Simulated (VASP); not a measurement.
## NbTe: single point with PBEsol

The system is NbTe.

```
CELL_PARAMETERS angstrom
3.70297 0.00000 0.00000
-1.85149 3.20687 0.00000
0.00000 0.00000 3.69421
ATOMIC_POSITIONS crystal
Nb 0.00000 0.00000 0.50000
Te 0.66667 0.33333 0.00000
```

| Item | Value |
| --- | --- |
| Program | VASP 6.6.1 |
| Task | single point |
| Functional | PBEsol |
| Potentials or basis | VASP PAW PBE potentials, release 64 (Nb_sv, Te) |
| Cutoff | 500 eV |
| k mesh | 6 × 6 × 4 |
| Occupations | methfessel-paxton, width 0.272114 eV |
| Spin | no spin polarisation |

| Property | Result |
| --- | --- |
| Pressure | -5.3 GPa |

Stress tensor (GPa, compression positive):
```
-5.80  0.00  0.00
 0.00 -5.80  0.00
 0.00  0.00 -4.44
```

Levels at points of the mesh, in eV from the Fermi level:
```tsv
k point	band 6	band 7	band 8	band 9	band 10	band 11	band 12	band 13
(0.00, 0.00, 0.00)	-3.22	-3.22	-3.07	-2.40	0.09	0.09	2.39	2.39
(0.50, 0.00, 0.00)	-7.26	-3.89	-2.71	-2.65	-0.24	1.16	1.43	2.97
(0.00, 0.00, 0.50)	-7.62	-2.66	-2.66	-1.04	-1.04	0.62	1.60	1.60
(0.50, 0.00, 0.50)	-6.05	-5.94	-4.30	-1.45	1.09	1.22	1.75	2.68
```

It took 26 s on 1 thread of Intel Xeon 8259CL, with other jobs on the host, peak memory 0.16 GiB.

Caveat: the k points lie up to 0.43 Å⁻¹ apart; the PAW data sets were made with another functional, which shifts forces and pressure a little; spin-orbit coupling is left out, which moves the levels of the heavy elements.
